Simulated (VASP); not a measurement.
**CuSi16 (a cell with a defect): single point with PBEsol**

Crystal: CuSi16 (a cell with a defect).

```xyz
17
Lattice="0.0000 5.4300 5.4300 5.4300 0.0000 5.4300 5.4300 5.4300 0.0000" Properties=species:S:1:pos:R:3 pbc="T T T"
Si   -0.0441   -0.0266    0.0383
Si    1.2951    1.3359    1.3980
Si    2.5627    2.6051   -0.1244
Si    4.0200    3.8951    1.1648
Si    2.7086    0.0506    2.7495
Si    4.0423    1.4092    4.1087
Si    5.3846    2.7682    2.6768
Si    6.7268    4.1288    4.0354
Si   -0.0238    2.7390    2.7401
Si    1.4033    4.0396    4.0557
Si    2.8154    5.3092    2.5833
Si    4.0549    6.7265    3.9948
Si    2.7562    2.7979    5.5008
Si    4.0965    4.1476    6.8425
Si    5.4092    5.4738    5.4364
Si    6.8320    6.7861    6.7438
Cu    6.5911    6.4842    9.1860
```

| Item | Value |
| --- | --- |
| Program | VASP 6.6.1 |
| Task | single point |
| Functional | PBEsol |
| Potentials or basis | VASP PAW PBE potentials, release 64 (Si, Cu) |
| Cutoff | 520 eV |
| k mesh | 2 × 2 × 2 |
| Occupations | fermi-dirac, width 0.05 eV |
| Spin | no spin polarisation |

- Largest force: 0.037 eV/Å

Forces in eV/Å, atoms in the order of the input:
```
Si  -0.009 -0.013 -0.001
Si   0.001 -0.009  0.006
Si   0.009 -0.005 -0.010
Si  -0.020 -0.002  0.010
Si   0.008  0.002 -0.001
Si   0.005 -0.011  0.012
Si  -0.009  0.018 -0.031
Si   0.003  0.002 -0.005
Si   0.017  0.001 -0.001
Si  -0.008  0.001  0.018
Si  -0.006  0.008 -0.011
Si   0.005  0.007  0.008
Si   0.014  0.001 -0.008
Si   0.006 -0.001  0.009
Si   0.008 -0.005  0.001
Si   0.007  0.007  0.004
Cu  -0.033  0.000  0.000
```

Levels at points of the mesh, in eV from the Fermi level:
```tsv
k point	band 33	band 34	band 35	band 36	band 37	band 38	band 39	band 40	band 41	band 42
(0.00, 0.00, 0.00)	-1.05	-0.98	-0.70	-0.20	-0.09	0.09	0.34	0.48	0.51	0.56
(0.50, 0.00, 0.00)	-2.05	-0.94	-0.88	-0.84	-0.80	0.39	1.10	1.17	1.23	1.32
(0.00, 0.50, 0.00)	-2.02	-0.92	-0.89	-0.85	-0.75	0.47	1.02	1.18	1.20	1.33
(0.00, 0.00, 0.50)	-2.02	-0.92	-0.88	-0.84	-0.74	0.47	1.03	1.18	1.20	1.33
(0.50, 0.50, 0.50)	-2.12	-0.90	-0.89	-0.69	-0.54	0.45	0.91	1.22	1.28	1.45
(0.50, 0.50, 0.00)	-1.84	-1.54	-1.45	-1.43	-1.06	0.58	0.92	1.88	1.98	2.07
(0.00, 0.50, 0.50)	-1.88	-1.51	-1.50	-1.41	-1.11	0.59	0.91	1.89	1.97	2.09
(0.50, 0.00, 0.50)	-1.84	-1.53	-1.46	-1.43	-1.06	0.58	0.92	1.88	1.98	2.07
```

Wall time 6.3 min on 1 thread of Intel(R) Xeon(R) Platinum 8488C (Sapphire Rapids), with other jobs on the host, peak memory 0.5 GiB.

Caveat: the k points lie up to 0.50 Å⁻¹ apart; the cell carries a net charge on a neutralising background, which shifts energy and pressure; the cell is charged against a uniform background, so pressure and absolute levels hang on convention; the PAW data sets were made with another functional, which shifts forces and pressure a little.
